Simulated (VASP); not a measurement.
# H10C3 in VASP: further runs

Runs on H10C3. Level: r2SCAN+D3(BJ). Tasks: single point.

Everything below comes from runs of VASP 6.6.1. Logs are shortened: lines on timing, memory, paths and dates and some standing lists are left out, and cuts for length are marked.

## (1) The cell of the first run

The cell holds a disordered packing, 39 atoms: a = 7.192 Å, b = 7.192 Å, c = 7.192 Å, α = 90.00°, β = 90.00°, γ = 90.00°.

## (2) Single point, r2SCAN+D3(BJ)

POSCAR

```
H10C3
1.0
    7.1919660000      0.0000000000      0.0000000000
    0.0000000000      7.1919660000      0.0000000000
    0.0000000000      0.0000000000      7.1919660000
C H
9 30
Direct
    0.2550345761      0.6296331212      0.9374766232
    0.2823567297      0.4336227396      0.9950547597
    0.6242938301      0.2792282388      0.4607363272
    0.7711382395      0.2365556233      0.3206077448
    0.2396563054      0.9813728263      0.5637679600
    0.2419227232      0.9638254686      0.3520873152
    0.6539241148      0.7560519613      0.2576764128
    0.7754068915      0.7140050440      0.7673701461
    0.1368332386      0.4817597858      0.4822742488
    0.3797292701      0.7080539591      0.9100710432
    0.1729429755      0.6667578796      0.8139916123
    0.1787411120      0.6990856186      1.0485867147
    0.1534768101      0.3540895494      1.0085837447
    0.3735000972      0.3679383356      0.8961805437
    0.3352351777      0.4096932605      1.1371855762
    0.4992932392      0.3171455482      0.3785056826
    0.5896301512      0.1600118799      0.5497662253
    0.6876422942      0.3821486364      0.5548691415
    0.8863918433      0.1591498069      0.3823015849
    0.7343471868      0.1402537220      0.2097896458
    0.8164944050      0.3646151831      0.2562025460
    0.2355545062      1.1248662744      0.6092631695
    0.1172141248      0.9214865588      0.6311904144
    0.3585250542      0.9179826490      0.6310930836
    0.2680212893      0.8173425736      0.3188975031
    0.1144054352      1.0059558124      0.2836498393
    0.3555495118      1.0484337662      0.2994313377
    0.7723062095      0.6622806615      0.2356379327
    0.5491822403      0.6531037549      0.3020870788
    0.5957480889      0.8309132718      0.1419361549
    0.6468467732      0.8495868863      0.3723043185
    0.8003513921      0.8522148186      0.8231129013
    0.7946644909      0.5961096034      0.8587220796
    0.8761303933      0.7043971009      0.6548279010
    0.6357093457      0.7068720848      0.7101535241
    0.2728600219      0.5203027934      0.5311065152
    0.0636960742      0.4180080940      0.5975278526
    0.1633489369      0.3810084753      0.3736669500
    0.0565353062      0.5877669611      0.4133362143
```

INCAR.step1

```
SYSTEM = H10C3
ALGO     = Normal         ! electronic algorithm
EDIFF    = 1E-5           ! SCF threshold, eV
ENCUT    = 580            ! plane-wave cutoff, eV
GGA      = PE             ! functional
GGA_COMPAT= .False.      
ISMEAR   = -1             ! smearing method
LASPH    = .True.         ! aspherical terms in the spheres
LCHARG   = .False.        ! write CHGCAR
LREAL    = Auto         
LWAVE    = .True.         ! write WAVECAR
NBANDS   = 58             ! bands
NELM     = 120            ! most SCF steps
PREC     = Accurate       ! precision mode
SIGMA    = 0.05           ! smearing width, eV
```

INCAR.step2

```
SYSTEM = H10C3
ALGO     = Normal         ! electronic algorithm
EDIFF    = 1E-6           ! SCF threshold, eV
ENCUT    = 580            ! plane-wave cutoff, eV
GGA_COMPAT= .False.      
ISIF     = 2              ! what is computed and relaxed
ISMEAR   = -1             ! smearing method
ISTART   = 1            
IVDW     = 12             ! dispersion correction
LASPH    = .True.         ! aspherical terms in the spheres
LCHARG   = .False.        ! write CHGCAR
LMIXTAU  = .True.       
LREAL    = Auto         
LWAVE    = .False.        ! write WAVECAR
METAGGA  = R2SCAN         ! meta-GGA
NBANDS   = 58             ! bands
NELM     = 120            ! most SCF steps
PREC     = Accurate       ! precision mode
SIGMA    = 0.05           ! smearing width, eV
VDW_A1   = 0.49484001   
VDW_A2   = 5.73083694   
VDW_S6   = 1.0          
VDW_S8   = 0.78981345
```

KPOINTS

```
k-points
0
Gamma
  1 1 1
  0 0 0
```

Potentials or basis: VASP PAW PBE potentials, release 64 (C, H).

Started as:

```bash
$ cat potpaw_PBE.64/C/POTCAR potpaw_PBE.64/H/POTCAR > POTCAR
$ cp INCAR.step1 INCAR
$ mpirun -np 1 vasp_gam > vasp.out
$ cp INCAR.step2 INCAR
$ mpirun -np 1 vasp_gam > vasp.out
```

OUTCAR:

```text
SYSTEM = H10C3
   EDIFF = 1E-6
   ENCUT = 580
   ISIF = 2
   ISMEAR = -1
   ISTART = 1
   IVDW = 12
   LASPH = .True.
   LREAL = Auto
   METAGGA = R2SCAN
   NELM = 120
   PREC = Accurate
 IVDW          = 12

 ion  position               nearest neighbor table
   1  0.255  0.630  0.937-  10 1.08  12 1.09  11 1.10   2 1.48
   2  0.282  0.434  0.995-  14 1.08  13 1.09  15 1.10   1 1.48
   3  0.624  0.279  0.461-  17 1.10  18 1.10  16 1.11   4 1.49
   4  0.771  0.237  0.321-  21 1.08  20 1.09  19 1.09   3 1.49
   5  0.240  0.981  0.564-  22 1.08  24 1.08  23 1.09   6 1.53
   6  0.242  0.964  0.352-  26 1.08  27 1.09  25 1.10   5 1.53
   7  0.654  0.756  0.258-  31 1.07  30 1.08  28 1.10  29 1.10
   8  0.775  0.714  0.767-  33 1.08  32 1.09  35 1.09  34 1.09
   9  0.137  0.482  0.482-  36 1.08  39 1.08  38 1.08  37 1.08
  10  0.380  0.708  0.910-   1 1.08
  11  0.173  0.667  0.814-   1 1.10
  12  0.179  0.699  0.049-   1 1.09
  13  0.153  0.354  0.009-   2 1.09
  14  0.374  0.368  0.896-   2 1.08
  15  0.335  0.410  0.137-   2 1.10
[... 22 lines left out ...]
  38  0.163  0.381  0.374-   9 1.08
  39  0.057  0.588  0.413-   9 1.08

  LATTYP: Found a simple cubic cell.
 ALAT       =     7.1919660000

  Lattice vectors:

 A1 = (   7.1919660000,   0.0000000000,   0.0000000000)
 A2 = (   0.0000000000,   7.1919660000,   0.0000000000)
 A3 = (   0.0000000000,   0.0000000000,   7.1919660000)

Analysis of symmetry for initial positions (statically):
=====================================================================
 Subroutine PRICEL returns:
 Original cell was already a primitive cell.

 Routine SETGRP: Setting up the symmetry group for a
 simple cubic supercell.

 Subroutine GETGRP returns: Found  1 space group operations
 (whereof  1 operations were pure point group operations)
 out of a pool of 48 trial point group operations.

The static configuration has the point symmetry C_1 .

Analysis of symmetry for dynamics (positions and initial velocities):
=====================================================================
 Subroutine PRICEL returns:
 Original cell was already a primitive cell.

 Routine SETGRP: Setting up the symmetry group for a
 simple cubic supercell.

 Subroutine GETGRP returns: Found  1 space group operations
 (whereof  1 operations were pure point group operations)
 out of a pool of 48 trial point group operations.

The dynamic configuration has the point symmetry C_1 .

 Subroutine INISYM returns: Found  1 space group operations
 (whereof  1 operations are pure point group operations),
 and found     1 'primitive' translations

----------------------------------------------------------------------------------------

                                     Primitive cell

  volume of cell :     371.9999

  direct lattice vectors                    reciprocal lattice vectors
     7.191966000  0.000000000  0.000000000     0.139044039  0.000000000  0.000000000
     0.000000000  7.191966000  0.000000000     0.000000000  0.139044039  0.000000000
     0.000000000  0.000000000  7.191966000     0.000000000  0.000000000  0.139044039

  length of vectors
     7.191966000  7.191966000  7.191966000     0.139044039  0.139044039  0.139044039

  position of ions in fractional coordinates (direct lattice)
     0.255034576  0.629633121  0.937476623
     0.282356730  0.433622740  0.995054760
     0.624293830  0.279228239  0.460736327
     0.771138239  0.236555623  0.320607745
     0.239656305  0.981372826  0.563767960
     0.241922723  0.963825469  0.352087315
[... 31 lines left out ...]
     0.163348937  0.381008475  0.373666950
     0.056535306  0.587766961  0.413336214

  ion indices of the primitive-cell ions
   primitive index   ion index
                 1           1
                 2           2
                 3           3
                 4           4
                 5           5
                 6           6
[... 31 lines left out ...]
                38          38
                39          39

----------------------------------------------------------------------------------------

 KPOINTS: k-points

Automatic generation of k-mesh.
 Grid dimensions read from file:
 generate k-points for:    1    1    1

 Generating k-lattice:

  Cartesian coordinates                     Fractional coordinates (reciprocal lattice)
     0.139044039  0.000000000  0.000000000     1.000000000  0.000000000  0.000000000
     0.000000000  0.139044039  0.000000000     0.000000000  1.000000000  0.000000000
     0.000000000  0.000000000  0.139044039     0.000000000  0.000000000  1.000000000

  Length of vectors
     0.139044039  0.139044039  0.139044039

  Shift w.r.t. Gamma in fractional coordinates (k-lattice)
     0.000000000  0.000000000  0.000000000

 Subroutine IBZKPT returns following result:
 ===========================================

 Found      1 irreducible k-points:

 Following reciprocal coordinates:
            Coordinates               Weight
  0.000000  0.000000  0.000000      1.000000
   k-points           NKPTS =      1   k-points in BZ     NKDIM =      1   number of bands    NBANDS=     58
   number of dos      NEDOS =    301   number of ions     NIONS =     39
   total plane-waves  NPLWV = 175616
   dimension x,y,z NGX =    56 NGY =   56 NGZ =   56
   dimension x,y,z NGXF=   112 NGYF=  112 NGZF=  112
   ions per type =               9  30
   NGX,Y,Z   is equivalent  to a cutoff of  12.94, 12.94, 12.94 a.u.
   NGXF,Y,Z  is equivalent  to a cutoff of  25.89, 25.89, 25.89 a.u.
 SYSTEM =  H10C3
   PREC   = accura    normal or accurate (medium, high low for compatibility)
   ISTART =      1    job   : 0-new  1-cont  2-samecut
   ICHARG =      0    charge: 1-file 2-atom 10-const
   ISPIN  =      1    spin polarized calculation?
   LNONCOLLINEAR =      F non collinear calculations
   LSORBIT =      F    spin-orbit coupling
   LASPH  =      T    aspherical Exc in radial PAW
   ENCUT  =  580.0 eV  42.63 Ry    6.53 a.u.  14.12 14.12 14.12*2*pi/ulx,y,z
   NELM   =    120;   NELMIN=  2; NELMDL=  0     # of ELM steps
   EDIFF  = 0.1E-05   stopping-criterion for ELM
   LREAL  =      T    real-space projection
   EDIFFG = 0.1E-04   stopping-criterion for IOM
   NSW    =      0    number of steps for IOM
[... 5 lines left out ...]
   TEBEG  =    0.0;   TEEND  =   0.0 temperature during run
   PSTRESS=    0.0 pullay stress
   NELECT =      66.0000    total number of electrons
   NUPDOWN=      -1.0000    fix difference up-down
   EMIN   =  10.00;   EMAX   =-10.00  energy-range for DOS
   EFERMI =   0.00;   METHOD = LEGACY
   ISMEAR =    -1;   SIGMA  =   0.05  broadening in eV -4-tet -1-fermi 0-gaus
   EFERMI_NEDOS =   21; number of points for ismear=-14 and -15
   IALGO  =     38    algorithm
   IMIX   =      4    mixing-type and parameters
     AMIX     =   0.40;   BMIX     =  1.00
     AMIX_MAG =   1.60;   BMIX_MAG =  1.00
  volume/ion in A,a.u.               =       9.54        64.37
  Fermi-wavevector in a.u.,A,eV,Ry     =   0.919903  1.738364 11.513533  0.846221
  Thomas-Fermi vector in A             =   2.045148
   LORBIT       =      0    0 simple, 1 ext, 2 COOP (PROOUT), +10 PAW based schemes
   METAGGA = R2SCAN    functional components
   LHFCALC =     F    Hartree Fock is set to
   AEXX    =    0.0000 exact exchange contribution
   IVDW    =    12    specifies the selected vdW correction
   LEPSILON=     F    determine dielectric tensor
   LRPA    =     F    only Hartree local field effects (RPA)
 non-spin polarized calculation
  energy-cutoff  :      580.00
  volume of cell :      372.00
 maximum number of plane-waves:      5877
   NGX = 29   NGY = 29   NGZ = 29

 number of electron      65.9999999 magnetization

 Free energy of the ion-electron system (eV)
  ---------------------------------------------------
  ext. energy  EPLUGINS =         0.00000000
  ---------------------------------------------------
  free energy    TOTEN  =      -200.77638981 eV

  energy without entropy =     -200.77638981  energy(sigma->0) =     -200.77638981

 E-fermi :  -3.6795     XC(G=0):  -6.7651

 val. band max:       -4.8686223874   @ k =   0.0000   0.0000   0.0000
 cond. band min:       2.0576113201   @ k =   0.0000   0.0000   0.0000
 fundamental gap:      6.9262337075
 Fermi energy:        -3.6794814518

 k-point     1 :       0.0000    0.0000    0.0000
  band No.  band energies     occupation
      1     -17.0765      2.00000
      2     -16.9146      2.00000
      3     -16.6905      2.00000
      4     -15.3667      2.00000
      5     -15.2332      2.00000
      6     -15.1130      2.00000
[... 37 lines left out ...]
     44       5.5237      0.00000
     45       5.6095      0.00000
 [bands above 45 left out]

------------------------ aborting loop because EDIFF is reached ----------------------------------------

 Edisp (eV)   -0.72472

 E8    (eV) :    -0.1120

  FORCE on cell =-STRESS in cart. coord.  units (eV):
  Direction    XX          YY          ZZ          XY          YZ          ZX
  --------------------------------------------------------------------------------------
  -------------------------------------------------------------------------------------
  Total       4.39017     3.29493     0.94982     0.46597     3.97678    -0.57232
  in kB      18.90815    14.19101     4.09079     2.00691    17.12771    -2.46496
  external pressure =       12.40 kB  Pullay stress =        0.00 kB

 VOLUME and BASIS-vectors are now :
 -----------------------------------------------------------------------------
  energy-cutoff  :      580.00
  volume of cell :      372.00
      direct lattice vectors                 reciprocal lattice vectors
     7.191966000  0.000000000  0.000000000     0.139044039  0.000000000  0.000000000
     0.000000000  7.191966000  0.000000000     0.000000000  0.139044039  0.000000000
     0.000000000  0.000000000  7.191966000     0.000000000  0.000000000  0.139044039

 POSITION                                       TOTAL-FORCE (eV/Angst)
 -----------------------------------------------------------------------------------
      1.83420      4.52830      6.74230        -1.080997      1.741318      0.437151
      2.03070      3.11860      7.15640        -0.093561     -1.165022      0.246835
      4.48990      2.00820      3.31360        -0.336447     -0.421519      0.063636
      5.54600      1.70130      2.30580         0.924103     -1.130998     -0.474975
      1.72360      7.05800      4.05460        -0.781313      0.359974      0.264933
      1.73990      6.93180      2.53220         0.402350     -0.627318      0.688007
[... 31 lines left out ...]
      1.17480      2.74020      2.68740        -0.175600     -0.474280      0.049656
      0.40660      4.22720      2.97270        -0.029426      0.625804      0.301699
 -----------------------------------------------------------------------------------
    total drift:                               -0.000747      0.002901     -0.000241

  FREE ENERGIE OF THE ION-ELECTRON SYSTEM (eV)
  ---------------------------------------------------
  free  energy   TOTEN  =      -201.5011122026 eV

  energy  without entropy=     -201.5011122025  energy(sigma->0) =     -201.50111220
```

Wall time 1.9 min (1 thread of Intel Xeon 6975P-C (Granite Rapids), shared host); peak memory 0.45 GiB.

What came out:

```yaml
Free_energy: -201.5011 eV
Pressure: 1.2 GPa
Largest_force: 2.212 eV/Å
Band_gap_on_the_k_mesh: 6.93 eV
Dispersion_energy_per_atom: -0.019 eV
```

Forces on the atoms (eV/Å):
```
C   -1.081  1.741  0.437
C   -0.094 -1.165  0.247
C   -0.336 -0.422  0.064
C    0.924 -1.131 -0.475
C   -0.781  0.360  0.265
C    0.402 -0.627  0.688
C   -1.434 -1.632  0.418
C    0.135  0.224 -0.920
C    0.150 -0.825 -0.416
H    0.688 -0.016  0.456
H   -0.102 -1.080  0.045
H    0.110  0.430  0.072
H   -0.270  0.043 -0.643
H    0.284 -0.740 -0.149
H    0.505  0.707 -0.447
H    0.308  0.453  1.069
H   -0.043  0.035 -0.275
H   -0.871  0.306 -0.229
H    0.314  0.578  0.211
H   -0.672  0.108 -0.216
H    0.444  0.079 -0.141
H    0.191  0.404 -0.046
H   -0.061 -0.262 -0.311
H    0.350 -0.157 -0.119
H    0.015  0.319 -0.249
H   -0.212  0.118  0.067
H    0.097 -0.064 -0.319
H    0.291  1.131 -0.069
H   -0.190  0.169 -0.404
H    0.303 -0.181 -0.657
H    1.013  0.504  0.725
H   -0.144 -0.162  0.698
H    0.177  0.188  0.508
H   -0.171 -0.304 -0.185
H   -0.033  0.061 -0.128
H    0.275  0.719  0.140
H   -0.275 -0.059 -0.065
H   -0.176 -0.474  0.050
H   -0.029  0.626  0.302
```

Caveat: the k points lie up to 0.87 Å⁻¹ apart; the PAW data sets were made with another functional, which shifts forces and pressure a little.

## (3) Single point, r2SCAN+D3(BJ)

POSCAR

```
H10C3
1.0
    7.1919660000      0.0000000000      0.0000000000
    0.0000000000      7.1919660000      0.0000000000
    0.0000000000      0.0000000000      7.1919660000
C H
9 30
Direct
    0.2573148983      0.6315658333      0.9363086533
    0.2837054569      0.4333029383      0.9955414138
    0.6238071760      0.2765446889      0.4605277611
    0.7675509033      0.2403098124      0.3191338780
    0.2376123580      0.9799406727      0.5652140180
    0.2457464343      0.9636586157      0.3536585128
    0.6529647109      0.7541887712      0.2546591572
    0.7749063330      0.7171474392      0.7718334597
    0.1356930775      0.4850412252      0.4809255216
    0.3900602422      0.7091802158      0.9124208874
    0.1609851882      0.6563990987      0.8251707530
    0.1900871055      0.7048698506      1.0526189918
    0.1510296350      0.3593315096      1.0025631378
    0.3882526697      0.3626963754      0.9069703611
    0.3282968802      0.4197183357      1.1418157427
    0.4972631962      0.3139336309      0.3909084109
    0.6032008494      0.1596503654      0.5490014830
    0.6765743887      0.3840257309      0.5478891307
    0.8880186586      0.1680625298      0.3770318158
    0.7268666176      0.1475813428      0.2009186362
    0.8188303449      0.3723043185      0.2652682173
    0.2309521486      1.1240459146      0.6126141308
    0.1113603707      0.9198736479      0.6286876217
    0.3582469661      0.9215421764      0.6376837710
    0.2896982550      0.8234327025      0.3158385343
    0.1180483890      1.0017844912      0.2771564827
    0.3574405107      1.0560811884      0.2994730509
    0.7698034168      0.6580398183      0.2322452581
    0.5368490340      0.6647000278      0.3115281691
    0.5937458547      0.8223898723      0.1323143074
    0.6700949365      0.8537025898      0.3722347964
    0.7960688357      0.8515613116      0.8397008551
    0.7953319023      0.6025612468      0.8709718594
    0.8739474019      0.7077480622      0.6589018914
    0.6405758870      0.7091663114      0.7000450225
    0.2756826159      0.5313985077      0.5270603337
    0.0593022826      0.4253357149      0.5987097269
    0.1625563858      0.3820095924      0.3771569554
    0.0540464179      0.5973888086      0.4121126268
```

INCAR.step1

```
SYSTEM = H10C3
PREC = Accurate
ENCUT = 580
ISMEAR = -1
SIGMA = 0.05
LREAL = Auto
LASPH = .True.
NELM = 120
NBANDS = 58
GGA = PE
ALGO = Normal
EDIFF = 1E-5
LWAVE = .True.
LCHARG = .False.
GGA_COMPAT = .False.
```

INCAR.step2

```
SYSTEM = H10C3
PREC = Accurate
ENCUT = 580
EDIFF = 1E-6
ISMEAR = -1
SIGMA = 0.05
LREAL = Auto
LASPH = .True.
NELM = 120
ALGO = Normal
ISIF = 2
LWAVE = .False.
LCHARG = .False.
METAGGA = R2SCAN
LMIXTAU = .True.
IVDW = 12
VDW_S6 = 1.0
VDW_S8 = 0.78981345
VDW_A1 = 0.49484001
VDW_A2 = 5.73083694
NBANDS = 58
ISTART = 1
GGA_COMPAT = .False.
```

KPOINTS

```
regular mesh
0
Gamma
  1 1 1
  0 0 0
```

Potentials or basis: VASP PAW PBE potentials, release 64 (C, H).

Started as:

```bash
$ cat potpaw_PBE.64/C/POTCAR potpaw_PBE.64/H/POTCAR > POTCAR
$ cp INCAR.step1 INCAR
$ mpirun -np 1 vasp_gam > vasp.out
$ cp INCAR.step2 INCAR
$ mpirun -np 1 vasp_gam > vasp.out
```

Run time: 1.9 min. Hardware: 1 thread of Intel Xeon 6975P-C (Granite Rapids), shared host; peak memory 0.46 GiB.

Results (log left out):

* Free energy: -201.7701 eV
* Pressure: -0.1 GPa
* Largest force: 2.333 eV/Å
* Band gap on the k mesh: 6.89 eV
* Dispersion energy per atom: -0.019 eV

Forces on the atoms (eV/Å):
```
C    0.383  1.477  1.374
C    0.486 -0.764  0.265
C   -0.054 -0.168 -0.106
C    1.383 -0.946 -1.568
C   -0.736  0.499  0.552
C    0.783  0.330 -0.144
C   -1.591 -0.686  1.562
C   -0.042 -0.004 -0.367
C    0.202  0.736  0.112
H   -0.753 -0.616 -0.024
H    0.003 -0.319 -0.768
H    0.128  0.092 -0.090
H   -0.004 -0.204 -0.601
H   -0.611 -0.122  0.301
H    0.414  0.369 -0.450
H   -0.631  0.336  0.232
H   -0.455 -0.845  0.463
H   -0.122  0.944  0.618
H    0.065  0.162  0.187
H   -0.154  0.681  0.532
H    0.062 -0.165 -0.339
H    0.130  0.192 -0.223
H    0.358 -0.224 -0.378
H   -0.077 -0.164 -0.336
H   -0.327  0.065 -0.123
H    0.241 -0.215  0.483
H   -0.447 -0.344  0.154
H   -0.136  0.753 -0.152
H    0.768  0.360 -0.603
H    0.546 -0.107  0.129
H    0.439 -0.342 -0.898
H   -0.214 -0.164  0.026
H   -0.137  0.283 -0.293
H    0.386 -0.161  0.035
H   -0.013  0.041  0.541
H   -0.782  0.167 -0.031
H    0.138  0.126 -0.321
H   -0.178 -0.637 -0.335
H    0.550 -0.417  0.590
```

Stress tensor (GPa, compression positive):
```
-0.38 -0.09 -0.52
-0.09  0.71  0.80
-0.52  0.80 -0.58
```

Levels at points of the mesh, in eV from the valence-band top:
| k point | band 30 | band 31 | band 32 | band 33 | band 34 | band 35 | band 36 | band 37 |
| --- | --- | --- | --- | --- | --- | --- | --- | --- |
| (0.00, 0.00, 0.00) | -0.57 | -0.52 | -0.44 | 0.00 | 6.89 | 8.70 | 8.79 | 8.98 |

Caveat: the k points lie up to 0.87 Å⁻¹ apart; the PAW data sets were made with another functional, which shifts forces and pressure a little.

[end of part 1 of 2]
